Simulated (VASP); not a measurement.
Set up this calculation in VASP 6.6.1, as the native input.

- Task: single point
- Functional: RPBE
- Potentials or basis: VASP PAW PBE potentials, release 64 (Mg)
- Cutoff: 520 eV
- k mesh: 13 × 13 × 4
- Occupations: fermi-dirac, width 0.1 eV
- Spin: no spin polarisation
- Dipole correction: no
- Further INCAR settings: ALGO = Normal; EDIFF = 1e-06; NBANDS = 12

The structure of Mg lies in POSCAR:

```
Mg
1.0
    3.0967387139      0.0000000000      0.0000000000
   -1.5483693569      2.6818543951      0.0000000000
    0.0000000000      0.0000000000     10.0738511512
Mg
4
Direct
    0.0000000000      1.0000000000      1.0000000000
    0.0000000000      0.0000000000      0.5000000000
    0.3333333333      0.6666666667      0.2500000000
    0.6666666667      0.3333333333      0.7500000000
```

One way to write it, as run:

INCAR

```
SYSTEM = Mg
PREC = Accurate
ENCUT = 520
EDIFF = 1E-6
ISMEAR = -1
SIGMA = 0.1
LREAL = .FALSE.
LASPH = .TRUE.
NELM = 80
ALGO = Normal
ISIF = 2
LWAVE = .FALSE.
LCHARG = .TRUE.
GGA = RP
LELF = .TRUE.
LVHAR = .TRUE.
NBANDS = 12
```

KPOINTS

```
regular mesh
0
G
  13 13 4
  0 0 0
```

Potentials or basis: VASP PAW PBE potentials, release 64 (Mg).

Launch:

```sh
$ cat potpaw_PBE.64/Mg/POTCAR > POTCAR
$ mpirun -np 1 vasp_std > vasp.out
```

Results of the run:

```yaml
Pressure: 5.4 GPa
Band_gap_on_the_k_mesh: zero (bands 4 and 5 overlap by 2.39 eV)
```

Caveat: the cell stands under pressure; the PAW data sets were made with another functional, which shifts forces and pressure a little.

Run time: 29 s on 1 thread of AMD EPYC 9R45 96-Core Processor (Zen 5), on a shared host, peak memory 0.19 GiB.
